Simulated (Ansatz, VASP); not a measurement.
# Rh: VASP beside Ansatz

```
CELL_PARAMETERS angstrom
5.36480 0.00000 0.00000
0.00000 5.36480 0.00000
0.00000 0.00000 24.50462
ATOMIC_POSITIONS crystal
Rh 0.25000 0.25000 0.32647
Rh 0.25000 0.75000 0.32647
Rh 0.75000 0.25000 0.32647
Rh 0.75000 0.75000 0.32647
Rh 0.50000 0.50000 0.40387
Rh 0.50000 0.00000 0.40387
Rh 0.00000 0.50000 0.40387
Rh 0.00000 0.00000 0.40387
Rh 0.75135 0.74832 0.48187
Rh 0.75034 0.25070 0.48191
Rh 0.24874 0.74838 0.48187
Rh 0.24965 0.25072 0.48191
Rh 0.00000 0.99949 0.55608
Rh 0.99995 0.50529 0.56053
Rh 0.49998 0.00199 0.55781
Rh 0.50007 0.50067 0.55652
```

Alike in both runs: task single point; functional PBE; dispersion D3(BJ); k mesh 4 × 4 × 1; occupations gaussian, width 0.1 eV; no spin polarisation.

```csv
,VASP,Ansatz
version,VASP 6.6.1,Ansatz 0.2.0
potentials or method,"VASP PAW PBE potentials, release 64 (Rh_pv), cutoff 520 eV","scalar-relativistic, plane waves, PAW"
valence electrons in the cell,240,272
```

```csv
,VASP,Ansatz,Ansatz less VASP
gap on the k mesh at the Fermi level (eV),none,none,-
rms of the force components (eV/Å),0.170,0.170,-0.0004
```

Atom by atom the forces differ by 0.001 eV/Å (rms over components). A gap of «none» marks a metal or a gap that the smearing closes. VASP's potentials hold 240 valence electrons a cell and Ansatz's 272, so a difference there can come from the potentials and not from the codes.
